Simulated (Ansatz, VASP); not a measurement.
# Cu: VASP beside Ansatz

```
Cu
1.0
     2.67103    0.00000    0.00000
    -1.33552    2.31318    0.00000
     0.00000    0.00000    4.10644
Cu
2
Direct
  0.33333 0.66667 0.25000
  0.66667 0.33333 0.75000
```

Alike in both runs: task single point; functional PBE; k mesh 21 × 21 × 12; occupations gaussian, width 0.15 eV; no spin polarisation.

|  | VASP | Ansatz |
| --- | --- | --- |
| version | VASP 6.6.1 | Ansatz 0.2.0 |
| potentials or method | VASP PAW PBE potentials, release 64 (Cu), cutoff 520 eV | scalar-relativistic, plane waves, PAW |
| valence electrons in the cell | 22 | 38 |

|  | VASP | Ansatz | Ansatz less VASP |
| --- | --- | --- | --- |
| gap on the k mesh at the Fermi level (eV) | none | none | - |
| pressure (GPa) | -5.9 | -6.5 | -0.61 |
| traceless stress, the component that is largest in VASP (GPa) | 5.08 | 5.13 | +0.055 |

A gap of «none» marks a metal or a gap that the smearing closes. The functional is the same, so the differences come from potentials, cutoffs and numerics. VASP's potentials hold 22 valence electrons a cell and Ansatz's 38, so a difference there can come from the potentials and not from the codes.
